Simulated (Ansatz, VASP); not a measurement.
## One calculation of AlCu2, two programs

```xyz
6
Lattice="2.7225 0.0000 0.0000 -1.3612 2.3577 0.0000 0.0000 0.0000 12.2496" Properties=species:S:1:pos:R:3 pbc="T T T"
Al    0.0000    1.5718    4.0508
Al    0.0000    1.5718    8.1988
Cu    1.3612    0.7859    2.0302
Cu    1.3612    0.7859    6.1248
Cu    1.3612    0.7859   10.2193
Cu    0.0000    1.5718    0.0000
```

Alike in both runs: functional PBE; k mesh 18 × 18 × 4; occupations gaussian, width 0.1 eV; no spin polarisation.

Ansatz relaxed the structure, and its values are those at the end. VASP's run is a single point on that final structure, the one shown.

|  | VASP | Ansatz |
| --- | --- | --- |
| version | VASP 6.6.1 | Ansatz 0.2.0 |
| potentials or method | VASP PAW PBE potentials, release 64 (Al, Cu), cutoff 520 eV | scalar-relativistic, plane waves, PAW |
| valence electrons in the cell | 50 | 82 |

VASP gave:

```
gap on the k mesh at the Fermi level (eV) : none
pressure (GPa)                            : 0.3
rms of the force components (eV/Å)        : 0.004
```

Question: Which values does Ansatz return?

Answer: gap on the k mesh at the Fermi level (eV): none; pressure (GPa): 0.0; rms of the force components (eV/Å): 0.000.

A gap of «none» marks a metal or a gap that the smearing closes. The functional is the same, so the differences come from potentials, cutoffs and numerics. VASP's potentials hold 50 valence electrons a cell and Ansatz's 82, so a difference there can come from the potentials and not from the codes.
